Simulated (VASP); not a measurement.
Set up this calculation in VASP 6.6.1, as the native input.

| Item | Value |
| --- | --- |
| Task | single point |
| Functional | LDA |
| Potentials or basis | VASP PAW LDA potentials, release 64 (Tl_d) |
| Cutoff | 520 eV |
| k mesh | 11 × 11 × 6 |
| Occupations | gaussian, width 0.2 eV |
| Spin | no spin polarisation |
| Dipole correction | no |
| Further INCAR settings | ALGO = Normal; EDIFF = 1e-06; NBANDS = 20 |

The structure of Tl lies in POSCAR:

```
Tl
1.0
    3.4014029632      0.0000000000      0.0000000000
   -1.7007014816      2.9457013746      0.0000000000
    0.0000000000      0.0000000000      5.4430041633
Tl
2
Direct
    0.3333333333      0.6666666667      0.2500000000
    0.6666666667      0.3333333333      0.7500000000
```

The input as run:

INCAR

```
SYSTEM = Tl
PREC = Accurate ; ENCUT = 520
EDIFF = 1E-6 ; ISMEAR = 0
SIGMA = 0.2 ; LREAL = .False.
LASPH = .True. ; NELM = 100
ALGO = Normal ; ISIF = 2
LWAVE = .False. ; LCHARG = .False.
NBANDS = 20
```

KPOINTS

```
Automatic mesh
0
Gamma
  11 11 6
  0 0 0
```

Potentials or basis: VASP PAW LDA potentials, release 64 (Tl_d).

Command:

```console
$ cat potpaw_LDA.64/Tl_d/POTCAR > POTCAR
$ mpirun -np 1 vasp_std > vasp.out
```

Results of the run:

- Pressure: 0.1 GPa
- Band gap on the k mesh: zero (bands 13 and 14 overlap by 5.97 eV)

Caveat: spin-orbit coupling is left out, which moves the levels of the heavy elements.

Wall time 34 s on 1 thread of Intel(R) Xeon(R) Platinum 8488C (Sapphire Rapids), with other jobs on the host, peak memory 0.18 GiB.
